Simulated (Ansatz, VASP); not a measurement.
**Two plane-wave programs on Ge**

```
CELL_PARAMETERS angstrom
4.02200 0.00000 0.00000
-2.01100 3.48315 0.00000
0.00000 0.00000 28.00000
ATOMIC_POSITIONS crystal
Ge 0.33333 0.66667 0.51020
Ge 0.66667 0.33333 0.48980
```

Alike in both runs: task single point; functional LDA; k mesh 12 × 12 × 1; occupations gaussian, width 0.1 eV; no spin polarisation.

|  | VASP | Ansatz |
| --- | --- | --- |
| version | VASP 6.6.1 | Ansatz 0.2.0 |
| potentials or method | VASP PAW LDA potentials, release 64 (Ge_d), cutoff 520 eV | scalar-relativistic, plane waves, PAW |
| valence electrons in the cell | 28 | 28 |

```csv
,VASP,Ansatz,Ansatz less VASP
gap on the k mesh at the Fermi level (eV),none,none,-
rms of the force components (eV/Å),0.078,0.072,-0.0058
"work function, face that differs most (eV)",4.71,4.70,-0.006
```

Ansatz warns that its potentials were made for another functional, while VASP's fit it. LDA's correlation is that of Perdew and Zunger in VASP and of Perdew and Wang (1992) in Ansatz. Atom by atom the forces differ by 0.006 eV/Å (rms over components). A gap of «none» marks a metal or a gap that the smearing closes.
